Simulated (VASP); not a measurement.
# HfN (P6_3/mmc) in VASP: notebook, part 2 of 2

VASP 6.6.1. The steps go on from the part before.

### Step 3. Single point, PBEsol (strain -0.030 along x and y, -0.015 along z)

Contents of INCAR:

```
SYSTEM = HfN
  PREC = Accurate
  ENCUT = 520
  EDIFF = 1E-6
  ISMEAR = 0
  SIGMA = 0.15
  LREAL = .FALSE.
  LASPH = .TRUE.
  NELM = 100
  ALGO = Normal
  ISIF = 2
  LWAVE = .FALSE.
  LCHARG = .FALSE.
  GGA = PS
  NBANDS = 23
```

Contents of KPOINTS:

```
Automatic mesh
0
G
  18 18 10
  0 0 0
```

Contents of POSCAR:

```
HfN
1.0
    3.0338760871      0.0000000000      0.0000000000
   -1.5169380436      2.6274137633      0.0000000000
    0.0000000000      0.0000000000      5.3100718926
Hf N
2 2
Direct
    0.6666666667      0.3333333333      0.7500000000
    0.3333333333      0.6666666667      0.2500000000
    0.0000000000      0.0000000000      0.0000000000
    0.0000000000      0.0000000000      0.5000000000
```

Potentials or basis: VASP PAW PBE potentials, release 64 (Hf_pv, N).

On the command line:

```
$ cat potpaw_PBE.64/Hf_pv/POTCAR potpaw_PBE.64/N/POTCAR > POTCAR
$ mpirun -np 1 vasp_std > vasp.out
```

OUTCAR:

```text
SYSTEM = HfN
   PREC = Accurate
   ENCUT = 520
   EDIFF = 1E-6
   ISMEAR = 0
   LREAL = .FALSE.
   LASPH = .TRUE.
   NELM = 100
   ISIF = 2
   GGA = PS

 ion  position               nearest neighbor table
   1  0.667  0.333  0.750-   3 2.20   4 2.20   3 2.20   4 2.20   3 2.20   4 2.20   2 3.18   2 3.18
                             2 3.18   2 3.18   2 3.18   2 3.18
   2  0.333  0.667  0.250-   3 2.20   4 2.20   3 2.20   4 2.20   3 2.20   4 2.20   1 3.18   1 3.18
                             1 3.18   1 3.18   1 3.18   1 3.18
   3  0.000  0.000  0.000-   1 2.20   2 2.20   2 2.20   1 2.20   1 2.20   2 2.20
   4  0.000  0.000  0.500-   1 2.20   2 2.20   2 2.20   1 2.20   1 2.20   2 2.20

  LATTYP: Found a hexagonal cell.
 ALAT       =     3.0338760871
 C/A-ratio  =     1.7502599777

  Lattice vectors:

 A1 = (   3.0338760871,   0.0000000000,   0.0000000000)
 A2 = (  -1.5169380436,   2.6274137633,   0.0000000000)
 A3 = (   0.0000000000,   0.0000000000,   5.3100718926)

Analysis of symmetry for initial positions (statically):
=====================================================================
 Subroutine PRICEL returns:
 Original cell was already a primitive cell.

 Routine SETGRP: Setting up the symmetry group for a
 hexagonal supercell.

 Subroutine GETGRP returns: Found 24 space group operations
 (whereof 12 operations were pure point group operations)
 out of a pool of 24 trial point group operations.

The static configuration has the point symmetry D_3d.
 The point group associated with its full space group is D_6h.

Analysis of symmetry for dynamics (positions and initial velocities):
=====================================================================
 Subroutine PRICEL returns:
 Original cell was already a primitive cell.

 Routine SETGRP: Setting up the symmetry group for a
 hexagonal supercell.

 Subroutine GETGRP returns: Found 24 space group operations
[... 120 lines left out ...]
   NUPDOWN=      -1.0000    fix difference up-down
   EMIN   =  10.00;   EMAX   =-10.00  energy-range for DOS
   EFERMI =   0.00;   METHOD = LEGACY
   ISMEAR =     0;   SIGMA  =   0.15  broadening in eV -4-tet -1-fermi 0-gaus
   EFERMI_NEDOS =   21; number of points for ismear=-14 and -15
   IALGO  =     38    algorithm
   IMIX   =      4    mixing-type and parameters
     AMIX     =   0.40;   BMIX     =  1.00
     AMIX_MAG =   1.60;   BMIX_MAG =  1.00
  volume/ion in A,a.u.               =      10.58        71.41
  Fermi-wavevector in a.u.,A,eV,Ry     =   1.459620  2.758281 28.987067  2.130489
  Thomas-Fermi vector in A             =   2.576165
   LORBIT       =      0    0 simple, 1 ext, 2 COOP (PROOUT), +10 PAW based schemes
   GGA     = PS    functional components
   LHFCALC =     F    Hartree Fock is set to
   AEXX    =    0.0000 exact exchange contribution
   IVDW    =     0    specifies the selected vdW correction
   LEPSILON=     F    determine dielectric tensor
   LRPA    =     F    only Hartree local field effects (RPA)
 non-spin polarized calculation
 Gauss-broadening in eV      SIGMA  =   0.15
  energy-cutoff  :      520.00
  volume of cell :       42.33
 maximum number of plane-waves:      1160
 NGX is ok and might be reduce to    24
   NGX = 11   NGY = 11   NGZ = 19

 number of electron      29.9999994 magnetization

 Free energy of the ion-electron system (eV)
  ---------------------------------------------------
  ext. energy  EPLUGINS =         0.00000000
  ---------------------------------------------------
  free energy    TOTEN  =       -45.66432183 eV

  energy without entropy =      -45.65626507  energy(sigma->0) =      -45.66029345

 E-fermi :   8.4951     XC(G=0): -13.3521

 val. band max:        8.4908159571   @ k =   0.1667   0.0000   0.4000
 cond. band min:       8.5246857851   @ k =   0.0556   0.0556   0.2000
 fundamental gap:      0.0338698280
 Fermi energy:         8.4951373652

 k-point     1 :       0.0000    0.0000    0.0000
  band No.  band energies     occupation
      1     -23.0938      2.00000
      2     -21.9211      2.00000
      3     -21.7857      2.00000
      4     -21.7857      2.00000
      5     -21.7130      2.00000
      6     -21.7130      2.00000
[... 613 lines left out ...]
     22      15.6965      0.00000
     23      16.5940      0.00000

 [... further k-points ...]
[... 5 lines left out ...]
  --------------------------------------------------------------------------------------
  -------------------------------------------------------------------------------------
  Total        6.5614456      6.5614456      4.8390942     -0.0000000      0.0000000     -0.0000000
  in kB      248.3610013    248.3610013    183.1673009     -0.0000000      0.0000000     -0.0000000
  external PRESSURE =     226.6297678 kB  Pullay stress =       0.0000000 kB

 VOLUME and BASIS-vectors are now :
 -----------------------------------------------------------------------------
  energy-cutoff  :      520.00
  volume of cell :       42.33
      direct lattice vectors                 reciprocal lattice vectors
     3.033876087  0.000000000  0.000000000     0.329611352  0.190301203  0.000000000
    -1.516938044  2.627413763  0.000000000     0.000000000  0.380602406  0.000000000
     0.000000000  0.000000000  5.310071893     0.000000000  0.000000000  0.188321367

 POSITION                                       TOTAL-FORCE (eV/Angst)
 -----------------------------------------------------------------------------------
      1.51694      0.87580      3.98255         0.000000     -0.000000      0.000000
     -0.00000      1.75161      1.32752        -0.000000      0.000000      0.000000
      0.00000      0.00000      0.00000         0.000000     -0.000000      0.000000
      0.00000      0.00000      2.65504         0.000000     -0.000000      0.000000
 -----------------------------------------------------------------------------------
    total drift:                               -0.000000      0.000000     -0.000000

  FREE ENERGIE OF THE ION-ELECTRON SYSTEM (eV)
  ---------------------------------------------------
  free  energy   TOTEN  =       -45.6643218291 eV

  energy  without entropy=      -45.6562650733  energy(sigma->0) =      -45.66029345
```

OSZICAR:

```text
N       E                     dE             d eps       ncg     rms          rms(c)
DAV:   1     0.112409607724E+03    0.11241E+03   -0.16680E+04 10236   0.132E+03
DAV:   2    -0.450674184154E+02   -0.15748E+03   -0.14915E+03 13045   0.320E+02
DAV:   3    -0.511465433340E+02   -0.60791E+01   -0.60328E+01 13275   0.508E+01
DAV:   4    -0.511930443925E+02   -0.46501E-01   -0.46470E-01 11556   0.473E+00
DAV:   5    -0.511935768750E+02   -0.53248E-03   -0.53235E-03 13664   0.425E-01    0.885E+01
DAV:   6    -0.457939583343E+02    0.53996E+01   -0.22417E+01 12244   0.259E+01    0.654E+01
DAV:   7    -0.456919666977E+02    0.10199E+00   -0.15777E+00 11937   0.785E+00    0.185E+01
DAV:   8    -0.456690737247E+02    0.22893E-01   -0.79934E-02 13527   0.175E+00    0.260E+00
DAV:   9    -0.456648735819E+02    0.42001E-02   -0.23398E-02 11696   0.921E-01    0.227E+00
DAV:  10    -0.456644353657E+02    0.43822E-03   -0.46686E-03 12538   0.431E-01    0.702E-01
DAV:  11    -0.456643236900E+02    0.11168E-03   -0.58563E-04 12528   0.162E-01    0.133E-01
DAV:  12    -0.456643215945E+02    0.20955E-05   -0.35609E-05 12600   0.414E-02    0.421E-02
DAV:  13    -0.456643218291E+02   -0.23461E-06   -0.88564E-07  8623   0.695E-03
   1 F= -.45664322E+02 E0= -.45660293E+02  d E =-.805676E-02
```

Wall time 86 s (1 thread of AMD EPYC 9R45 (Zen 5), shared host); peak memory 0.27 GiB.

What came out:

| Property | Result |
| --- | --- |
| Free energy | -45.6643 eV |
| Pressure | 22.7 GPa |
| Band gap on the k mesh | zero (band 15 reaches 10.52 eV, above the bottom of band 16 at 8.00 eV) |

Caveat: the cell differs from its parent crystal (strain -0.030 along x and y, -0.015 along z); the PAW data sets were made with another functional, which shifts forces and pressure a little; spin-orbit coupling is left out, which moves the levels of the heavy elements.

### Step 4. Single point, PBEsol (strain -0.030 along x and y, +0.000 along z)

Contents of INCAR:

```
SYSTEM = HfN
ALGO = Normal ; EDIFF = 1E-6
ENCUT = 520 ; GGA = PS
ISIF = 2 ; ISMEAR = 0
LASPH = .TRUE. ; LCHARG = .FALSE.
LREAL = .FALSE. ; LWAVE = .FALSE.
NBANDS = 23 ; NELM = 100
PREC = Accurate ; SIGMA = 0.15
```

Contents of KPOINTS:

```
k-points
0
G
  18 18 10
  0 0 0
```

Edit POSCAR of step 3 so:

```diff
@@ -4,3 +4,3 @@
    -1.5169380436      2.6274137633      0.0000000000
-    0.0000000000      0.0000000000      5.3100718926
+    0.0000000000      0.0000000000      5.3909359316
 Hf N
```

On the command line:

```
$ cat potpaw_PBE.64/Hf_pv/POTCAR potpaw_PBE.64/N/POTCAR > POTCAR
$ mpirun -np 1 vasp_std > vasp.out
```

Wall time 86 s (1 thread of AMD EPYC 9R45 (Zen 5), shared host); peak memory 0.27 GiB.

It converged, with:

```
Free energy            : -45.7176 eV
Pressure               : 17.1 GPa
Band gap on the k mesh : zero (band 15 reaches 10.24 eV, above the bottom of band 16 at 7.86 eV)
```

Stress tensor (GPa, compression positive):
```
21.56  0.00  0.00
 0.00 21.56  0.00
 0.00  0.00  8.06
```

Levels at points of the mesh, in eV from the Fermi level:
| k point | band 13 | band 14 | band 15 | band 16 | band 17 | band 18 |
| --- | --- | --- | --- | --- | --- | --- |
| (0.00, 0.00, 0.00) | -3.58 | -1.87 | -0.98 | 0.79 | 0.79 | 1.77 |
| (0.50, 0.00, 0.00) | -3.11 | -2.93 | -2.62 | 2.53 | 3.07 | 5.00 |
| (0.00, 0.00, 0.50) | -4.40 | -4.40 | 1.92 | 1.92 | 3.08 | 3.08 |
| (0.50, 0.00, 0.50) | -4.52 | -4.52 | -0.18 | -0.18 | 5.44 | 5.44 |

Caveat: the cell differs from its parent crystal (strain -0.030 along x and y, +0.000 along z); the PAW data sets were made with another functional, which shifts forces and pressure a little; spin-orbit coupling is left out, which moves the levels of the heavy elements.

### Step 5. Summary

| cell | gap on the mesh (eV) | pressure (GPa) |
| --- | --- | --- |
| a = 3.034, b = 3.034, c = 5.229 Å, angles 90.0, 90.0, 120.0°, 4 atoms | none | 28.8 |
| a = 3.034, b = 3.034, c = 5.310 Å, angles 90.0, 90.0, 120.0°, 4 atoms | none | 22.7 |
| a = 3.034, b = 3.034, c = 5.391 Å, angles 90.0, 90.0, 120.0°, 4 atoms | none | 17.1 |

Alike in all rows: task single point; level PBEsol; potentials or basis VASP PAW PBE potentials, release 64 (Hf_pv, N); no spin polarisation; k mesh 18 × 18 × 10; cutoff (eV) 520; smearing gaussian 0.15 eV.

Caveats: the PAW data sets were made with another functional, which shifts forces and pressure a little; spin-orbit coupling is left out, which moves the levels of the heavy elements.

Total energies depend on the potentials used, so only differences within one code and one set of settings carry meaning.
